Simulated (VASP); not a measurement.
Set up this calculation in VASP 6.6.1, as the native input.

```yaml
Task: single point
Functional: PBEsol
Potentials_or_basis: VASP PAW PBE potentials, release 64 (Pb_d, Te)
Cutoff: 500 eV
k_mesh: 5 × 5 × 5
Occupations: fermi-dirac, width 0.1 eV
Spin: no spin polarisation
Dipole_correction: no
Further_INCAR_settings: ALGO = Normal; EDIFF = 1e-06; NBANDS = 17
```

The structure of TePb lies in POSCAR:

```
TePb
1.0
    0.0000000000      3.1329470000      3.1329470000
    3.1329470000      0.0000000000      3.1329470000
    3.1329470000      3.1329470000      0.0000000000
Pb Te
1 1
Direct
    0.0000000000      0.0000000000      0.0000000000
    0.5000000000      0.5000000000      0.5000000000
```

One way to write it, as run:

INCAR

```
SYSTEM = TePb
PREC     = Accurate       ! precision mode
ENCUT    = 500            ! plane-wave cutoff, eV
EDIFF    = 1E-6           ! SCF threshold, eV
ISMEAR   = -1             ! smearing method
SIGMA    = 0.1            ! smearing width, eV
LREAL    = .FALSE.        ! projectors in reciprocal space
LASPH    = .TRUE.         ! aspherical terms in the spheres
NELM     = 120            ! most SCF steps
ALGO     = Normal         ! electronic algorithm
ISIF     = 2              ! what is computed and relaxed
LWAVE    = .FALSE.        ! write WAVECAR
LCHARG   = .FALSE.        ! write CHGCAR
GGA      = PS             ! functional
NBANDS   = 17             ! bands
GGA_COMPAT= .FALSE.
```

KPOINTS

```
Automatic mesh
0
G
  5 5 5
  0 0 0
```

Potentials or basis: VASP PAW PBE potentials, release 64 (Pb_d, Te).

The run is started by

```sh
$ cat potpaw_PBE.64/Pb_d/POTCAR potpaw_PBE.64/Te/POTCAR > POTCAR
$ mpirun -np 1 vasp_std > vasp.out
```

It gave:

```json
{"Pressure": "4.5 GPa"}
```

Caveat: the PAW data sets were made with another functional, which shifts forces and pressure a little.

Wall time 7.4 s on 1 thread of Intel(R) Xeon(R) Platinum 8488C (Sapphire Rapids), on a shared host, peak memory 0.17 GiB.
